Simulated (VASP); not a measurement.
NaCl:

```xyz
2
Lattice="0.0000 2.7941 2.7941 2.7941 0.0000 2.7941 2.7941 2.7941 0.0000" Properties=species:S:1:pos:R:3 pbc="T T T"
Cl    2.7941    2.7941    2.7941
Na    0.0000    0.0000    0.0000
```

Program: VASP 6.6.1. Alike in all runs: task single point; no spin polarisation; cell as given; cutoff (eV) 520; smearing fermi-dirac 0.05 eV.

Problem. Order these runs on this cell by their pressure, lowest first.
A. level RPBE; potentials or basis VASP PAW PBE potentials, release 64 (Cl, Na_pv); k mesh 8 × 8 × 8
B. level LDA; potentials or basis VASP PAW LDA potentials, release 64 (Cl, Na_pv); k mesh 8 × 8 × 8
C. level PBE; potentials or basis VASP PAW PBE potentials, release 64 (Cl, Na_pv); k mesh 6 × 6 × 6
D. level r2SCAN0; potentials or basis VASP PAW PBE potentials, release 64 (Cl, Na_pv); k mesh 4 × 4 × 4; grid for exact exchange (PRECFOCK) Normal

Solution. B (-1.8 GPa), D (-0.1 GPa), C (1.5 GPa), A (3.5 GPa).

Caveats: some runs use coarse meshes; the PAW data sets were made with another functional, which shifts forces and pressure a little (some runs).
